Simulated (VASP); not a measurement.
# Zn (Fm-3m) in VASP: a series of runs

The runs below take Zn through single point, with PBEsol.

Everything below comes from runs of VASP 6.6.1. Logs are shortened: lines on timing, memory, paths and dates and some standing lists are left out, and cuts for length are marked.

**1. The cell of the first run**

The structure is cubic, space group Fm-3m (No. 225). Conventional cell: a = 3.958 Å, b = 3.958 Å, c = 3.958 Å, α = 90.00°, β = 90.00°, γ = 90.00°. Within 3.7 Å of Zn (site symmetry m-3m) lie 12 Zn at 2.80 Å.

**2. Single point, PBEsol (Cd replaced by Zn, lengths x 0.908, strained)**

INCAR reads:

```
SYSTEM = Zn
ALGO = Normal
EDIFF = 1E-6
ENCUT = 520
GGA = PS
ISIF = 2
ISMEAR = 0
LASPH = .TRUE.
LCHARG = .FALSE.
LREAL = .FALSE.
LWAVE = .FALSE.
NBANDS = 12
NELM = 80
PREC = Accurate
SIGMA = 0.1
```

KPOINTS reads:

```
k-points
0
G
  18 18 18
  0 0 0
```

POSCAR reads:

```
Zn
1.0
    0.0000000000      1.9788548307      1.9788548307
    1.9788548307      0.0000000000      1.9788548307
    1.9788548307      1.9788548307      0.0000000000
Zn
1
Direct
    0.0000000000      0.0000000000      0.0000000000
```

Potentials or basis: VASP PAW PBE potentials, release 64 (Zn).

On the command line:

```console
> cat potpaw_PBE.64/Zn/POTCAR > POTCAR
> mpirun -np 1 vasp_std > vasp.out
```

OUTCAR:

```text
SYSTEM = Zn
   EDIFF = 1E-6
   ENCUT = 520
   GGA = PS
   ISIF = 2
   ISMEAR = 0
   LASPH = .TRUE.
   LREAL = .FALSE.
   NELM = 80
   PREC = Accurate

 ion  position               nearest neighbor table
   1  0.000  0.000  0.000-

  LATTYP: Found a face centered cubic cell.
 ALAT       =     3.9577096614

  Lattice vectors:

 A1 = (   0.0000000000,   1.9788548307,   1.9788548307)
 A2 = (   1.9788548307,   0.0000000000,   1.9788548307)
 A3 = (   1.9788548307,   1.9788548307,   0.0000000000)

Analysis of symmetry for initial positions (statically):
=====================================================================
 Subroutine PRICEL returns:
 Original cell was already a primitive cell.

 Routine SETGRP: Setting up the symmetry group for a
 face centered cubic supercell.

 Subroutine GETGRP returns: Found 48 space group operations
 (whereof 48 operations were pure point group operations)
 out of a pool of 48 trial point group operations.

The static configuration has the point symmetry O_h .

Analysis of symmetry for dynamics (positions and initial velocities):
=====================================================================
 Subroutine PRICEL returns:
 Original cell was already a primitive cell.

 Routine SETGRP: Setting up the symmetry group for a
 face centered cubic supercell.

 Subroutine GETGRP returns: Found 48 space group operations
 (whereof 48 operations were pure point group operations)
 out of a pool of 48 trial point group operations.

The dynamic configuration has the point symmetry O_h .

 Subroutine INISYM returns: Found 48 space group operations
 (whereof 48 operations are pure point group operations),
 and found     1 'primitive' translations

----------------------------------------------------------------------------------------

                                     Primitive cell

  volume of cell :      15.4979

  direct lattice vectors                    reciprocal lattice vectors
     0.000000000  1.978854831  1.978854831    -0.252671390  0.252671390  0.252671390
     1.978854831  0.000000000  1.978854831     0.252671390 -0.252671390  0.252671390
     1.978854831  1.978854831  0.000000000     0.252671390  0.252671390 -0.252671390

  length of vectors
     2.798523340  2.798523340  2.798523340     0.437639685  0.437639685  0.437639685

  position of ions in fractional coordinates (direct lattice)
     0.000000000  0.000000000  0.000000000

[... 75 lines left out ...]
   EDIFF  = 0.1E-05   stopping-criterion for ELM
   LREAL  =      F    real-space projection
   EDIFFG = 0.1E-04   stopping-criterion for IOM
   NSW    =      0    number of steps for IOM
   IBRION =     -1    ionic relax: 0-MD 1-quasi-New 2-CG
   NFREE  =      0    steps in history (QN), initial steepest desc. (CG)
   ISIF   =      2    stress and relaxation
   ISYM   =      2    0-nonsym 1-usesym 2-fastsym
   POTIM  = 0.5000    time-step for ionic-motion
   TEBEG  =    0.0;   TEEND  =   0.0 temperature during run
   PSTRESS=    0.0 pullay stress
   NELECT =      12.0000    total number of electrons
   NUPDOWN=      -1.0000    fix difference up-down
   EMIN   =  10.00;   EMAX   =-10.00  energy-range for DOS
   EFERMI =   0.00;   METHOD = LEGACY
   ISMEAR =     0;   SIGMA  =   0.10  broadening in eV -4-tet -1-fermi 0-gaus
   EFERMI_NEDOS =   21; number of points for ismear=-14 and -15
   IALGO  =     38    algorithm
   IMIX   =      4    mixing-type and parameters
     AMIX     =   0.40;   BMIX     =  1.00
     AMIX_MAG =   1.60;   BMIX_MAG =  1.00
  volume/ion in A,a.u.               =      15.50       104.58
  Fermi-wavevector in a.u.,A,eV,Ry     =   1.503296  2.840818 30.747811  2.259900
  Thomas-Fermi vector in A             =   2.614425
   LORBIT       =      0    0 simple, 1 ext, 2 COOP (PROOUT), +10 PAW based schemes
   GGA     = PS    functional components
   LHFCALC =     F    Hartree Fock is set to
   AEXX    =    0.0000 exact exchange contribution
   IVDW    =     0    specifies the selected vdW correction
   LEPSILON=     F    determine dielectric tensor
   LRPA    =     F    only Hartree local field effects (RPA)
 non-spin polarized calculation
 Gauss-broadening in eV      SIGMA  =   0.10
  energy-cutoff  :      520.00
  volume of cell :       15.50
 maximum number of plane-waves:       444
 NGX is ok and might be reduce to    24
   NGX = 11   NGY = 11   NGZ = 11

 number of electron      12.0000002 magnetization

 Free energy of the ion-electron system (eV)
  ---------------------------------------------------
  ext. energy  EPLUGINS =         0.00000000
  ---------------------------------------------------
  free energy    TOTEN  =        -1.53417460 eV

  energy without entropy =       -1.53291890  energy(sigma->0) =       -1.53354675

 E-fermi :   2.6917     XC(G=0): -11.6123

 val. band max:        2.6883378099   @ k =  -0.3889   0.4444   0.0556
 cond. band min:       2.7671974988   @ k =   0.5000   0.1111   0.0556
 fundamental gap:      0.0788596889
 Fermi energy:         2.6917181417

 k-point     1 :       0.0000    0.0000    0.0000
  band No.  band energies     occupation
      1      -7.4380      2.00000
      2      -4.7691      2.00000
      3      -4.7691      2.00000
      4      -4.7691      2.00000
      5      -4.4013      2.00000
      6      -4.4013      2.00000
      7      20.7065      0.00000
      8      20.7065      0.00000
      9      20.7065      0.00000
     10      21.5144      0.00000
     11      23.5201      0.00000
     12      23.5201      0.00000
[... 331 lines left out ...]
 k-point    24 :      -0.2222    0.0556    0.0000
  band No.  band energies     occupation
      1      -5.8661      2.00000
      2      -4.7445      2.00000
      3      -4.6751      2.00000
      4      -4.6469      2.00000
      5      -4.4085      2.00000
      6      -4.2573      2.00000
      7      10.4300      0.00000
      8      16.5187      0.00000
      9      19.8244      0.00000
     10      21.3141      0.00000
     11      23.4425      0.00000
     12      24.0476      0.00000

 [... further k-points ...]
[... 5 lines left out ...]
  --------------------------------------------------------------------------------------
  -------------------------------------------------------------------------------------
  Total       -0.5681667     -0.5681667     -0.5681667      0.0000000      0.0000000     -0.0000000
  in kB      -58.7373810    -58.7373810    -58.7373810      0.0000000      0.0000000     -0.0000000
  external PRESSURE =     -58.7373810 kB  Pullay stress =       0.0000000 kB

 VOLUME and BASIS-vectors are now :
 -----------------------------------------------------------------------------
  energy-cutoff  :      520.00
  volume of cell :       15.50
      direct lattice vectors                 reciprocal lattice vectors
     0.000000000  1.978854831  1.978854831    -0.252671390  0.252671390  0.252671390
     1.978854831  0.000000000  1.978854831     0.252671390 -0.252671390  0.252671390
     1.978854831  1.978854831  0.000000000     0.252671390  0.252671390 -0.252671390

 POSITION                                       TOTAL-FORCE (eV/Angst)
 -----------------------------------------------------------------------------------
      0.00000      0.00000      0.00000         0.000000      0.000000      0.000000
 -----------------------------------------------------------------------------------
    total drift:                               -0.000000      0.000000     -0.000000

  FREE ENERGIE OF THE ION-ELECTRON SYSTEM (eV)
  ---------------------------------------------------
  free  energy   TOTEN  =        -1.5341746020 eV

  energy  without entropy=       -1.5329189037  energy(sigma->0) =       -1.53354675
```

Wall time 21 s (1 thread of Intel Xeon Platinum 8488C (Sapphire Rapids), shared host); peak memory 0.16 GiB.

What came out:

```
Free energy            : -1.5342 eV
Pressure               : -5.9 GPa
Band gap on the k mesh : zero (band 6 reaches 4.39 eV, above the bottom of band 7 at 1.34 eV)
```

Levels at points of the mesh, in eV from the Fermi level:
```
           k point  band 4  band 5  band 6  band 7  band 8  band 9
(0.00, 0.00, 0.00)   -7.46   -7.09   -7.09   18.01   18.01   18.01
(0.50, 0.00, 0.00)   -6.82   -6.82   -2.75   -1.35   15.04   15.04
(0.50, 0.50, 0.00)   -6.75   -6.75   -0.88    1.71    8.37    8.37
```

Caveat: the cell differs from its parent crystal (Cd replaced by Zn, lengths x 0.908, strained); the PAW data sets were made with another functional, which shifts forces and pressure a little.

**3. Single point, PBEsol (Cd replaced by Zn, lengths x 0.908, strained)**

INCAR reads:

```
PREC = Accurate
ENCUT = 500
EDIFF = 1E-6
ISMEAR = 0
SIGMA = 0.1
LREAL = F
LASPH = T
NELM = 120
ALGO = Normal
ISIF = 2
LWAVE = F
LCHARG = F
GGA = PS
NBANDS = 12
GGA_COMPAT = F
```

KPOINTS reads:

```
Automatic mesh
0
Gamma
  8 8 8
```

POSCAR is that of step 2.

Potentials or basis: VASP PAW PBE potentials, release 64 (Zn).

On the command line:

```console
> cat potpaw_PBE.64/Zn/POTCAR > POTCAR
> mpirun -np 1 vasp_std > vasp.out
```

Wall time 2.6 s (1 thread of Intel Xeon Platinum 8559C (Emerald Rapids), shared host); peak memory 0.12 GiB.

The run converged. Its results:

- Free energy: -1.5291 eV
- Pressure: -5.7 GPa
- Band gap on the k mesh: zero (band 6 reaches 4.99 eV, above the bottom of band 7 at 1.34 eV)

Levels at points of the mesh, in eV from the Fermi level:
```csv
k point,band 4,band 5,band 6,band 7,band 8,band 9
"(0.00, 0.00, 0.00)",-7.17,-6.80,-6.80,18.30,18.30,18.30
"(0.50, 0.00, 0.00)",-6.53,-6.53,-2.47,-1.06,15.33,15.33
"(0.50, 0.50, 0.00)",-6.46,-6.46,-0.60,2.00,8.66,8.66
```

Caveat: the cell differs from its parent crystal (Cd replaced by Zn, lengths x 0.908, strained); the PAW data sets were made with another functional, which shifts forces and pressure a little.

**4. Single point, PBEsol (Cd replaced by Zn, lengths x 0.908, strained)**

INCAR reads:

```
PREC = Accurate
ENCUT = 500
EDIFF = 1E-6
ISMEAR = 0
SIGMA = 0.1
LREAL = False
LASPH = True
NELM = 120
ALGO = Normal
ISIF = 2
LWAVE = False
LCHARG = False
GGA = PS
NBANDS = 12
GGA_COMPAT = False
```

KPOINTS is that of step 3.

POSCAR reads:

```
Zn
1.0
    0.0000000000      2.0250546386      2.0250546386
    2.0250546386      0.0000000000      2.0250546386
    2.0250546386      2.0250546386      0.0000000000
Zn
1
Direct
    0.0000000000      0.0000000000      0.0000000000
```

On the command line:

```console
> cat potpaw_PBE.64/Zn/POTCAR > POTCAR
> mpirun -np 1 vasp_std > vasp.out
```

It took 4.2 s on 1 thread of Intel Xeon 6975P-C, shared host; peak memory 0.14 GiB.

Results (log left out):

```yaml
Free_energy: -1.4779 eV
Pressure: -8.7 GPa
Band_gap_on_the_k_mesh: zero (band 6 reaches 4.49 eV, above the bottom of band 7 at 0.78 eV)
```

Levels at points of the mesh, in eV from the Fermi level:
```
           k point  band 3  band 4  band 5  band 6  band 7  band 8  band 9  band 10
(0.00, 0.00, 0.00)   -6.99   -6.99   -6.67   -6.67   17.39   17.39   17.39    18.61
(0.50, 0.00, 0.00)   -6.99   -6.42   -6.42   -2.17   -1.15   14.57   14.57    17.20
(0.50, 0.50, 0.00)   -6.44   -6.36   -6.36   -0.41    1.77    8.34    8.34    11.89
```

Caveat: the cell differs from its parent crystal (Cd replaced by Zn, lengths x 0.908, strained); the PAW data sets were made with another functional, which shifts forces and pressure a little.

**5. Single point, PBEsol (Cd replaced by Zn, lengths x 0.908, strained)**

INCAR reads:

```
  ALGO = Normal
  EDIFF = 1E-6
  ENCUT = 500
  GGA = PS
  GGA_COMPAT = F
  ISIF = 2
  ISMEAR = 0
  LASPH = T
  LCHARG = T
  LELF = T
  LREAL = F
  LVHAR = T
  LWAVE = F
  NBANDS = 12
  NELM = 120
  PREC = Accurate
  SIGMA = 0.1
```

KPOINTS reads:

```
k-points
0
Gamma
  18 18 18
```

POSCAR is that of step 4.

On the command line:

```console
> cat potpaw_PBE.64/Zn/POTCAR > POTCAR
> mpirun -np 1 vasp_std > vasp.out
```

Run time: 14 s. Hardware: 1 thread of Intel Xeon 6975P-C, shared host; peak memory 0.16 GiB.

The run converged. Its results:

* Free energy: -1.4815 eV
* Pressure: -8.9 GPa
* Band gap on the k mesh: zero (band 6 reaches 3.92 eV, above the bottom of band 7 at 0.78 eV)

Levels at points of the mesh, in eV from the Fermi level:
| k point | band 4 | band 5 | band 6 | band 7 | band 8 | band 9 |
| --- | --- | --- | --- | --- | --- | --- |
| (0.00, 0.00, 0.00) | -7.29 | -6.97 | -6.97 | 17.08 | 17.08 | 17.08 |
| (0.50, 0.00, 0.00) | -6.73 | -6.73 | -2.47 | -1.45 | 14.27 | 14.27 |
| (0.50, 0.50, 0.00) | -6.67 | -6.67 | -0.71 | 1.47 | 8.04 | 8.04 |

Caveat: the cell differs from its parent crystal (Cd replaced by Zn, lengths x 0.908, strained); the PAW data sets were made with another functional, which shifts forces and pressure a little.

**6. Single point, PBEsol (Cd replaced by Zn, lengths x 0.908, strained)**

INCAR reads:

```
PREC = Accurate ; ENCUT = 500
EDIFF = 1E-6 ; ISMEAR = 0
SIGMA = 0.1 ; LREAL = False
LASPH = True ; NELM = 120
ALGO = Normal ; ISIF = 2
LWAVE = False ; LCHARG = False
GGA = PS ; NBANDS = 12
GGA_COMPAT = False
```

KPOINTS reads:

```
Automatic mesh
0
Gamma
  8 8 8
```

POSCAR reads:

```
Zn
1.0
    0.0000000000      2.0228584855      2.0228584855
    2.0228584855      0.0000000000      2.0228584855
    2.0228584855      2.0228584855      0.0000000000
Zn
1
Direct
    0.0000000000      0.0000000000      0.0000000000
```

Potentials or basis: VASP PAW PBE potentials, release 64 (Zn).

On the command line:

```console
> cat potpaw_PBE.64/Zn/POTCAR > POTCAR
> mpirun -np 1 vasp_std > vasp.out
```

Wall time 6.6 s (1 thread of Intel Xeon Platinum 8488C (Sapphire Rapids), shared host); peak memory 0.13 GiB.

Results (log left out):

```yaml
Free_energy: -1.4809 eV
Pressure: -8.6 GPa
Band_gap_on_the_k_mesh: zero (band 6 reaches 4.51 eV, above the bottom of band 7 at 0.81 eV)
```

Levels at points of the mesh, in eV from the Fermi level:
| k point | band 3 | band 4 | band 5 | band 6 | band 7 | band 8 | band 9 | band 10 |
| --- | --- | --- | --- | --- | --- | --- | --- | --- |
| (0.00, 0.00, 0.00) | -7.00 | -7.00 | -6.67 | -6.67 | 17.43 | 17.43 | 17.43 | 18.63 |
| (0.50, 0.00, 0.00) | -7.00 | -6.43 | -6.43 | -2.18 | -1.14 | 14.61 | 14.61 | 17.22 |
| (0.50, 0.50, 0.00) | -6.44 | -6.37 | -6.37 | -0.42 | 1.78 | 8.35 | 8.35 | 11.91 |

Caveat: the cell differs from its parent crystal (Cd replaced by Zn, lengths x 0.908, strained); the PAW data sets were made with another functional, which shifts forces and pressure a little.

**7. The runs side by side**

```csv
cell,k mesh,cutoff (eV),gap on the mesh (eV),pressure (GPa)
"a = 2.799 Å, angles 60.0°, 1 atom",18 × 18 × 18,520,none,-5.9
"a = 2.799 Å, angles 60.0°, 1 atom",8 × 8 × 8,500,none,-5.7
"a = 2.864 Å, angles 60.0°, 1 atom",8 × 8 × 8,500,none,-8.7
"a = 2.864 Å, angles 60.0°, 1 atom",18 × 18 × 18,500,none,-8.9
"a = 2.861 Å, angles 60.0°, 1 atom",8 × 8 × 8,500,none,-8.6
```

Alike in all rows: task single point; level PBEsol; potentials or basis VASP PAW PBE potentials, release 64 (Zn); no spin polarisation; smearing gaussian 0.1 eV.

Caveats: the PAW data sets were made with another functional, which shifts forces and pressure a little.

Total energies depend on the potentials used, so only differences within one code and one set of settings carry meaning.
